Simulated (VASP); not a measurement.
# ZnO (P6_3mc) in VASP: notebook

The runs below take ZnO through single point, with r2SCAN.

Everything below comes from runs of VASP 6.6.1. Logs are shortened: lines on timing, memory, paths and dates and some standing lists are left out, and cuts for length are marked.

### Step 1. The cell of the first run

Symmetry: P6_3mc, No. 186, hexagonal system. Conventional cell: a = 3.203 Å, b = 3.203 Å, c = 5.159 Å, α = 90.00°, β = 90.00°, γ = 120.00°. Within 2.6 Å of Zn (site symmetry 3m) lie 4 O at 1.95 to 1.96 Å. O (site symmetry 3m) has 4 Zn at 1.95 to 1.96 Å within 2.6 Å.

### Step 2. Single point, r2SCAN (strain -1.0%)

POSCAR

```
ZnO
1.0
    3.2029874610      0.0000000000      0.0000000000
   -1.6014937305      2.7738685092      0.0000000000
    0.0000000000      0.0000000000      5.1588423268
Zn O
2 2
Direct
    0.3333333333      0.6666666667     -0.0023477531
    0.6666666667      0.3333333333      0.4976522469
    0.3333333333      0.6666666667      0.3773477531
    0.6666666667      0.3333333333      0.8773477531
```

INCAR.step1

```
SYSTEM = ZnO
ALGO = Normal ; EDIFF = 1E-4
ENCUT = 520 ; GGA = PE
ISMEAR = 0 ; LASPH = .True.
LCHARG = .False. ; LREAL = .False.
LWAVE = .True. ; NBANDS = 26
NELM = 60 ; PREC = Accurate
SIGMA = 0.01
```

INCAR.step2

```
SYSTEM = ZnO
ALGO = Normal ; EDIFF = 1E-6
ENCUT = 520 ; ISIF = 2
ISMEAR = 0 ; ISTART = 1
LASPH = .True. ; LCHARG = .False.
LMIXTAU = .True. ; LREAL = .False.
LWAVE = .False. ; METAGGA = R2SCAN
NBANDS = 26 ; NELM = 60
PREC = Accurate ; SIGMA = 0.01
```

KPOINTS

```
k-points
0
Gamma
  12 12 6
  0 0 0
```

Potentials or basis: VASP PAW PBE potentials, release 64 (Zn, O).

Command:

```console
$ cat potpaw_PBE.64/Zn/POTCAR potpaw_PBE.64/O/POTCAR > POTCAR
$ cp INCAR.step1 INCAR
$ mpirun -np 1 vasp_std > vasp.out
$ cp INCAR.step2 INCAR
$ mpirun -np 1 vasp_std > vasp.out
```

OUTCAR:

```text
SYSTEM = ZnO
   EDIFF = 1E-6
   ENCUT = 520
   ISIF = 2
   ISMEAR = 0
   ISTART = 1
   LASPH = .True.
   LREAL = .False.
   METAGGA = R2SCAN
   NELM = 60
   PREC = Accurate

 ion  position               nearest neighbor table
   1  0.333  0.667  0.998-   4 1.95   4 1.95   4 1.95   3 1.96
   2  0.667  0.333  0.498-   3 1.95   3 1.95   3 1.95   4 1.96
   3  0.333  0.667  0.377-   2 1.95   2 1.95   2 1.95   1 1.96
   4  0.667  0.333  0.877-   1 1.95   1 1.95   1 1.95   2 1.96

  LATTYP: Found a hexagonal cell.
 ALAT       =     3.2029874610
 C/A-ratio  =     1.6106345684

  Lattice vectors:

 A1 = (   3.2029874610,   0.0000000000,   0.0000000000)
 A2 = (  -1.6014937305,   2.7738685092,   0.0000000000)
 A3 = (   0.0000000000,   0.0000000000,   5.1588423268)

Analysis of symmetry for initial positions (statically):
=====================================================================
 Subroutine PRICEL returns:
 Original cell was already a primitive cell.

 Routine SETGRP: Setting up the symmetry group for a
 hexagonal supercell.

 Subroutine GETGRP returns: Found 12 space group operations
 (whereof  6 operations were pure point group operations)
 out of a pool of 24 trial point group operations.

The static configuration has the point symmetry C_3v.
 The point group associated with its full space group is C_6v.

Analysis of symmetry for dynamics (positions and initial velocities):
=====================================================================
 Subroutine PRICEL returns:
 Original cell was already a primitive cell.

 Routine SETGRP: Setting up the symmetry group for a
 hexagonal supercell.

 Subroutine GETGRP returns: Found 12 space group operations
 (whereof  6 operations were pure point group operations)
 out of a pool of 24 trial point group operations.

The dynamic configuration has the point symmetry C_3v.
 The point group associated with its full space group is C_6v.

 Subroutine INISYM returns: Found 12 space group operations
 (whereof  6 operations are pure point group operations),
 and found     1 'primitive' translations

----------------------------------------------------------------------------------------

                                     Primitive cell

  volume of cell :      45.8346

  direct lattice vectors                    reciprocal lattice vectors
     3.202987461  0.000000000  0.000000000     0.312208528  0.180253678  0.000000000
    -1.601493731  2.773868509  0.000000000     0.000000000  0.360507355  0.000000000
     0.000000000  0.000000000  5.158842327     0.000000000  0.000000000  0.193841939

  length of vectors
     3.202987461  3.202987461  5.158842327     0.360507355  0.360507355  0.193841939

  position of ions in fractional coordinates (direct lattice)
     0.333333333  0.666666667  0.997652247
     0.666666667  0.333333333  0.497652247
     0.333333333  0.666666667  0.377347753
     0.666666667  0.333333333  0.877347753

  ion indices of the primitive-cell ions
   primitive index   ion index
                 1           1
                 2           2
                 3           3
                 4           4

----------------------------------------------------------------------------------------

 KPOINTS: k-points

Automatic generation of k-mesh.
 Grid dimensions read from file:
 generate k-points for:   12   12    6

 Generating k-lattice:

  Cartesian coordinates                     Fractional coordinates (reciprocal lattice)
     0.026017377  0.015021140  0.000000000     0.083333333  0.000000000  0.000000000
     0.000000000  0.030042280  0.000000000     0.000000000  0.083333333  0.000000000
     0.000000000  0.000000000  0.032306990     0.000000000  0.000000000  0.166666667

  Length of vectors
     0.030042280  0.030042280  0.032306990

  Shift w.r.t. Gamma in fractional coordinates (k-lattice)
     0.000000000  0.000000000  0.000000000

 Subroutine IBZKPT returns following result:
 ===========================================

 Found     76 irreducible k-points:

 Following reciprocal coordinates:
            Coordinates               Weight
  0.000000  0.000000  0.000000      1.000000
  0.083333  0.000000  0.000000      6.000000
  0.166667  0.000000  0.000000      6.000000
  0.250000  0.000000  0.000000      6.000000
  0.333333  0.000000  0.000000      6.000000
  0.416667 -0.000000  0.000000      6.000000
[... 16 lines left out ...]
  0.250000  0.000000  0.166667     12.000000
  0.333333  0.000000  0.166667     12.000000
 [... further k-points ...]
   k-points           NKPTS =     76   k-points in BZ     NKDIM =     76   number of bands    NBANDS=     26
   number of dos      NEDOS =    301   number of ions     NIONS =      4
   total plane-waves  NPLWV =  23040
   dimension x,y,z NGX =    24 NGY =   24 NGZ =   40
   dimension x,y,z NGXF=    48 NGYF=   48 NGZF=   80
   ions per type =               2   2
   NGX,Y,Z   is equivalent  to a cutoff of  12.46, 12.46, 12.89 a.u.
   NGXF,Y,Z  is equivalent  to a cutoff of  24.91, 24.91, 25.78 a.u.
 SYSTEM =  ZnO
   PREC   = accura    normal or accurate (medium, high low for compatibility)
   ISTART =      1    job   : 0-new  1-cont  2-samecut
   ICHARG =      0    charge: 1-file 2-atom 10-const
   ISPIN  =      1    spin polarized calculation?
   LNONCOLLINEAR =      F non collinear calculations
   LSORBIT =      F    spin-orbit coupling
   LASPH  =      T    aspherical Exc in radial PAW
   ENCUT  =  520.0 eV  38.22 Ry    6.18 a.u.   5.96  5.96  9.59*2*pi/ulx,y,z
   NELM   =     60;   NELMIN=  2; NELMDL=  0     # of ELM steps
   EDIFF  = 0.1E-05   stopping-criterion for ELM
   LREAL  =      F    real-space projection
   EDIFFG = 0.1E-04   stopping-criterion for IOM
   NSW    =      0    number of steps for IOM
   IBRION =     -1    ionic relax: 0-MD 1-quasi-New 2-CG
   NFREE  =      0    steps in history (QN), initial steepest desc. (CG)
   ISIF   =      2    stress and relaxation
   ISYM   =      2    0-nonsym 1-usesym 2-fastsym
   POTIM  = 0.5000    time-step for ionic-motion
   TEBEG  =    0.0;   TEEND  =   0.0 temperature during run
   PSTRESS=    0.0 pullay stress
   NELECT =      36.0000    total number of electrons
   NUPDOWN=      -1.0000    fix difference up-down
   EMIN   =  10.00;   EMAX   =-10.00  energy-range for DOS
   EFERMI =   0.00;   METHOD = LEGACY
   ISMEAR =     0;   SIGMA  =   0.01  broadening in eV -4-tet -1-fermi 0-gaus
   EFERMI_NEDOS =   21; number of points for ismear=-14 and -15
   IALGO  =     38    algorithm
   IMIX   =      4    mixing-type and parameters
     AMIX     =   0.40;   BMIX     =  1.00
     AMIX_MAG =   1.60;   BMIX_MAG =  1.00
  volume/ion in A,a.u.               =      11.46        77.33
  Fermi-wavevector in a.u.,A,eV,Ry     =   1.510467  2.854369 31.041831  2.281510
  Thomas-Fermi vector in A             =   2.620653
   LORBIT       =      0    0 simple, 1 ext, 2 COOP (PROOUT), +10 PAW based schemes
   METAGGA = R2SCAN    functional components
   LHFCALC =     F    Hartree Fock is set to
   AEXX    =    0.0000 exact exchange contribution
   IVDW    =     0    specifies the selected vdW correction
   LEPSILON=     F    determine dielectric tensor
   LRPA    =     F    only Hartree local field effects (RPA)
 non-spin polarized calculation
 Gauss-broadening in eV      SIGMA  =   0.01
  energy-cutoff  :      520.00
  volume of cell :       45.83
 maximum number of plane-waves:      1272
 NGX is ok and might be reduce to    24
   NGX = 11   NGY = 11   NGZ = 19

 number of electron      36.0000004 magnetization

 Free energy of the ion-electron system (eV)
  ---------------------------------------------------
  ext. energy  EPLUGINS =         0.00000000
  ---------------------------------------------------
  free energy    TOTEN  =       -36.28714347 eV

  energy without entropy =      -36.28714347  energy(sigma->0) =      -36.28714347

 E-fermi :   1.2454     XC(G=0): -11.8840

 val. band max:        1.2041550934   @ k =   0.0000   0.0000   0.0000
 cond. band min:       2.4849704689   @ k =   0.0000   0.0000   0.0000
 fundamental gap:      1.2808153756
 Fermi energy:         1.2454107131

 k-point     1 :       0.0000    0.0000    0.0000
  band No.  band energies     occupation
      1     -18.2004      2.00000
      2     -17.4583      2.00000
      3      -4.8164      2.00000
      4      -4.8164      2.00000
      5      -4.8010      2.00000
      6      -4.7539      2.00000
[... 18 lines left out ...]
     25      16.5327      0.00000
     26      16.5328      0.00000

 k-point     2 :       0.0833    0.0000    0.0000
  band No.  band energies     occupation
      1     -18.1607      2.00000
      2     -17.4403      2.00000
      3      -4.8666      2.00000
      4      -4.7915      2.00000
      5      -4.7431      2.00000
      6      -4.7260      2.00000
[... 18 lines left out ...]
     25      16.4725      0.00000
     26      16.6413      0.00000

 k-point     3 :       0.1667    0.0000    0.0000
  band No.  band energies     occupation
      1     -18.0493      2.00000
      2     -17.3931      2.00000
      3      -4.9796      2.00000
      4      -4.7256      2.00000
      5      -4.6953      2.00000
      6      -4.6366      2.00000
[... 18 lines left out ...]
     25      16.3061      0.00000
     26      16.7345      0.00000

 k-point     4 :       0.2500    0.0000    0.0000
  band No.  band energies     occupation
      1     -17.8880      2.00000
      2     -17.3336      2.00000
      3      -5.0935      2.00000
      4      -4.7243      2.00000
      5      -4.6430      2.00000
      6      -4.5193      2.00000
[... 18 lines left out ...]
     25      15.6550      0.00000
     26      16.5343      0.00000

 k-point     5 :       0.3333    0.0000    0.0000
  band No.  band energies     occupation
      1     -17.7102      2.00000
      2     -17.2847      2.00000
      3      -5.1476      2.00000
      4      -4.7697      2.00000
      5      -4.5730      2.00000
      6      -4.3729      2.00000
[... 18 lines left out ...]
     25      15.6446      0.00000
     26      16.4739      0.00000

 k-point     6 :       0.4167   -0.0000    0.0000
  band No.  band energies     occupation
      1     -17.5602      2.00000
      2     -17.2654      2.00000
      3      -5.1165      2.00000
      4      -4.8275      2.00000
      5      -4.5319      2.00000
      6      -4.2247      2.00000
[... 427 lines left out ...]
 k-point    21 :       0.0833    0.0000    0.1667
  band No.  band energies     occupation
      1     -18.1146      2.00000
      2     -17.4906      2.00000
      3      -4.8993      2.00000
      4      -4.8638      2.00000
      5      -4.7825      2.00000
      6      -4.7452      2.00000
[... 18 lines left out ...]
     25      15.7767      0.00000
     26      16.3819      0.00000

 k-point    22 :       0.1667    0.0000    0.1667
  band No.  band energies     occupation
      1     -18.0067      2.00000
      2     -17.4383      2.00000
      3      -5.0122      2.00000
      4      -4.8295      2.00000
      5      -4.7143      2.00000
      6      -4.6596      2.00000
[... 18 lines left out ...]
     25      15.4386      0.00000
     26      16.4796      0.00000

 k-point    23 :       0.2500    0.0000    0.1667
  band No.  band energies     occupation
      1     -17.8511      2.00000
      2     -17.3707      2.00000
      3      -5.1251      2.00000
      4      -4.8413      2.00000
      5      -4.6271      2.00000
      6      -4.5410      2.00000
[... 18 lines left out ...]
     25      15.6490      0.00000
     26      16.3937      0.00000

 k-point    24 :       0.3333    0.0000    0.1667
  band No.  band energies     occupation
      1     -17.6809      2.00000
      2     -17.3120      2.00000
      3      -5.1819      2.00000
      4      -4.8794      2.00000
      5      -4.5510      2.00000
      6      -4.3992      2.00000
[... 18 lines left out ...]
     25      15.6695      0.00000
     26      16.3924      0.00000

 [... further k-points ...]
[... 5 lines left out ...]
  --------------------------------------------------------------------------------------
  -------------------------------------------------------------------------------------
  Total        1.7248420      1.7248420      1.7486175      0.0000000      0.0000000      0.0000000
  in kB       60.2929493     60.2929493     61.1240381      0.0000000      0.0000000      0.0000000
  external PRESSURE =      60.5699789 kB  Pullay stress =       0.0000000 kB

 VOLUME and BASIS-vectors are now :
 -----------------------------------------------------------------------------
  energy-cutoff  :      520.00
  volume of cell :       45.83
      direct lattice vectors                 reciprocal lattice vectors
     3.202987461  0.000000000  0.000000000     0.312208528  0.180253678  0.000000000
    -1.601493731  2.773868509  0.000000000     0.000000000  0.360507355  0.000000000
     0.000000000  0.000000000  5.158842327     0.000000000  0.000000000  0.193841939

 POSITION                                       TOTAL-FORCE (eV/Angst)
 -----------------------------------------------------------------------------------
     -0.00000      1.84925      5.14673         0.000000     -0.000000      0.006485
      1.60149      0.92462      2.56731        -0.000000      0.000000      0.006485
     -0.00000      1.84925      1.94668         0.000000     -0.000000     -0.006485
      1.60149      0.92462      4.52610         0.000000     -0.000000     -0.006485
 -----------------------------------------------------------------------------------
    total drift:                                0.000001      0.000003      0.000762

  FREE ENERGIE OF THE ION-ELECTRON SYSTEM (eV)
  ---------------------------------------------------
  free  energy   TOTEN  =       -36.2871434741 eV

  energy  without entropy=      -36.2871434741  energy(sigma->0) =      -36.28714347
```

It took 1.7 min on 1 thread of Intel Xeon 6975P-C (Granite Rapids), shared host; peak memory 0.21 GiB.

Results:

| Item | Value |
| --- | --- |
| Free energy | -36.2871 eV |
| Pressure | 6.1 GPa |
| Largest force | 0.006 eV/Å |
| Band gap on the k mesh | 1.28 eV, direct |

Forces on the atoms (eV/Å):
```
Zn   0.000  0.000  0.006
Zn   0.000  0.000  0.006
O    0.000  0.000 -0.006
O    0.000  0.000 -0.006
```

Stress tensor (GPa, compression positive):
```
6.03 0.00 0.00
0.00 6.03 0.00
0.00 0.00 6.11
```

Caveat: the cell differs from its parent crystal (strain -1.0%); the PAW data sets were made with another functional, which shifts forces and pressure a little.

(Continued in part 2 of 2.)
